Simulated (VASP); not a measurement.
Runs of VASP 6.6.1 on AlN. The structure is that of space group Fm-3m (No. 225), or close to it. The cells are those of the table. 

| cell | gap on the mesh (eV) | pressure (GPa) |
| --- | --- | --- |
| a = 2.839 Å, angles 60.0°, 2 atoms | 4.81 | 10.8 |
| a = 2.766 Å, angles 60.0°, 2 atoms | 5.12 | (a) |
| a = 2.747 Å, angles 60.0°, 2 atoms | (b) | 46.1 |
| a = 2.821 Å, angles 60.0°, 2 atoms | (c) | 16.6 |
| a = 2.785 Å, angles 60.0°, 2 atoms | 5.16 | 30.0 |

Alike in all rows: task single point; level PBE; potentials or basis VASP PAW PBE potentials, release 64 (Al, N); no spin polarisation; k mesh 8 × 8 × 8; cutoff (eV) 600; smearing gaussian 0.01 eV.

Q: Estimate the missing entries.

A: (a) 37.7; (b) 5.07; (c) 5.00.

A k mesh can miss the band edges.
